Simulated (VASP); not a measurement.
Here is a VASP 6.6.1 calculation.

The input INCAR:

```
PREC = Accurate
ENCUT = 520
EDIFF = 1E-6
ISMEAR = 0
SIGMA = 0.15
LREAL = False
LASPH = True
NELM = 100
ALGO = Fast
ISIF = 2
LWAVE = False
LCHARG = False
GGA = PE
NBANDS = 22
```

KPOINTS

```
regular mesh
0
Gamma
  18 18 10
```

File POSCAR:

```
Rh
1.0
    2.7521000000      0.0000000000      0.0000000000
   -1.3760500000      2.3833885137      0.0000000000
    0.0000000000      0.0000000000      4.6658000000
Rh
2
Direct
    0.6666666667      0.3333333333      0.7500000000
    0.3333333333      0.6666666667      0.2500000000
```

Potentials or basis: VASP PAW PBE potentials, release 64 (Rh_pv).

The run is started by

```sh
$ cat potpaw_PBE.64/Rh_pv/POTCAR > POTCAR
$ mpirun -np 1 vasp_std > vasp.out
```

Predict the band gap on the k mesh.

zero (bands 15 and 16 overlap by 2.15 eV).

What does it give for the pressure?

-16.3 GPa.

Stress tensor (GPa, compression positive):
```
-13.35   0.00   0.00
  0.00 -13.35   0.00
  0.00   0.00 -22.31
```

Caveat: the cell stands under tension.
